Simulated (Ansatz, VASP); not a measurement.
**SnO2: VASP beside Ansatz**

```
CELL_PARAMETERS angstrom
4.73800 0.00000 0.00000
0.00000 4.73800 0.00000
0.00000 0.00000 3.18650
ATOMIC_POSITIONS crystal
Sn 0.50000 0.50000 0.50000
Sn 0.00000 0.00000 0.00000
O 0.80710 0.19290 0.50000
O 0.69290 0.69290 0.00000
O 0.19290 0.80710 0.50000
O 0.30710 0.30710 0.00000
```

Alike in both runs: task single point; functional PBEsol; k mesh 6 × 6 × 8; occupations fermi-dirac, width 0.05 eV; no spin polarisation.

|  | VASP | Ansatz |
| --- | --- | --- |
| version | VASP 6.6.1 | Ansatz 0.2.0 |
| potentials or method | VASP PAW PBE potentials, release 64 (Sn_d, O), cutoff 520 eV | all-electron LAPW, scalar-relativistic |

Ansatz gave:

| Item | Value |
| --- | --- |
| gap on the k mesh at the Fermi level (eV) | 1.19 |
| least direct gap on the mesh (eV) | 1.19 |
| pressure (GPa) | 4.7 |
| traceless stress, the component that is largest in VASP (GPa) | 1.28 |
| rms of the force components (eV/Å) | 0.098 |

Q: Estimate VASP's values.

A: gap on the k mesh at the Fermi level (eV): 1.18; least direct gap on the mesh (eV): 1.18; pressure (GPa): 5.4; traceless stress, the component that is largest in VASP (GPa): 1.53; rms of the force components (eV/Å): 0.108.

VASP's potentials were made for PBE, not for PBEsol. Atom by atom the forces differ by 0.010 eV/Å (rms over components). Ansatz ran all-electron here, and VASP with PAW potentials.
